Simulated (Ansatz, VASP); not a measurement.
Two plane-wave programs on Ta

File INCAR:

```
SYSTEM = Ta
PREC = Accurate
ENCUT = 520
EDIFF = 1E-6
ISMEAR = -1
SIGMA = 0.1
LREAL = .False.
LASPH = .True.
NELM = 60
ALGO = Normal
ISIF = 2
LWAVE = .False.
LCHARG = .False.
GGA = CA
NBANDS = 12
```

Contents of KPOINTS:

```
Automatic mesh
0
Gamma
  13 13 13
  0 0 0
```

Contents of POSCAR:

```
Ta
1.0
    2.7190727746      0.0000000000      0.0000000000
    0.0000000000      2.7190727746      0.0000000000
    0.0000000000      0.0000000000      2.7190727746
Ta
1
Direct
    0.0000000000      0.0000000000      0.0000000000
```

Input for Ansatz:

```yaml
crystal:
  lattice:
    - [2.7190727746, 0.0, 0.0]
    - [0.0, 2.7190727746, 0.0]
    - [0.0, 0.0, 2.7190727746]
  atoms:
    - { symbol: Ta, position: [0.0, 0.0, 0.0] }
hamiltonian:
  xc: lda
  pseudopotentials:
    kind: paw
    azcp:
      Ta: "pseudopotentials/Ta.paw.azcp"
basis:
  ecutwfc: 420
  fft_grid_basis: typed
kpoints:
  mp_grid: { grid: [13, 13, 13], shift: [0, 0, 0] }
magnetization:
  spin_polarized: false
scf:
  occupations: { method: fermi_dirac, width: 0.1 }
  lower_state_search: "off"
output:
  stress: true
```

Alike in both runs: task single point; functional LDA; k mesh 13 × 13 × 13; occupations fermi-dirac, width 0.1 eV; no spin polarisation.

|  | VASP | Ansatz |
| --- | --- | --- |
| version | VASP 6.6.1 | Ansatz 0.2.0 |
| potentials or method | VASP PAW LDA potentials, release 64 (Ta_pv), cutoff 520 eV | plane waves (420 eV) with PAW, scalar-relativistic |
| valence electrons in the cell | 11 | 13 |

Ansatz gave:

- pressure (GPa): -6.2

Q: What did VASP give for the same quantities?

A: Pressure (GPa): -5.6.

Ansatz warns that its potentials were made for another functional, while VASP's fit it. LDA's correlation is that of Perdew and Zunger in VASP and of Perdew and Wang (1992) in Ansatz. VASP's potentials hold 11 valence electrons a cell and Ansatz's 13, so a difference there can come from the potentials and not from the codes.

Spin-orbit coupling is off throughout.
